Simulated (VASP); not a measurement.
## Li: single point with PBEsol

Crystal: Li.

```xyz
1
Lattice="0.0000 2.1690 2.2681 2.1690 0.0000 2.2681 2.1690 2.1690 0.0000" Properties=species:S:1:pos:R:3 pbc="T T T"
Li    0.0000    0.0000    0.0000
```

This cell differs from its parent crystal: strain -0.015 along x and y, +0.030 along z.

```
Program                : VASP 6.6.1
Task                   : single point
Functional             : PBEsol
Potentials or basis    : VASP PAW PBE potentials, release 64 (Li_sv)
Cutoff                 : 520 eV
k mesh                 : 18 × 18 × 18
Occupations            : gaussian, width 0.15 eV
Spin                   : no spin polarisation
Dipole correction      : no
Further INCAR settings : ALGO = Fast; EDIFF = 1e-06; NBANDS = 8
```

```json
{
  "Band gap on the k mesh": "zero (an odd number of electrons rules out a gap without spin polarisation)"
}
```

Levels at points of the mesh, in eV from the Fermi level:
```tsv
k point	band 1	band 2	band 3	band 4	band 5
(0.00, 0.00, 0.00)	-46.01	-3.49	13.86	13.86	13.89
(0.50, 0.00, 0.00)	-46.00	0.00	2.77	11.78	12.57
(0.50, 0.50, 0.00)	-46.00	1.13	4.14	8.57	8.57
(0.50, 0.00, 0.50)	-45.99	1.68	4.72	7.86	8.07
```

Run time: 23 s on 1 thread of Intel(R) Xeon(R) 6975P-C (Granite Rapids), with other jobs on the host, peak memory 0.18 GiB.

Caveat: the cell differs from its parent crystal (strain -0.015 along x and y, +0.030 along z).
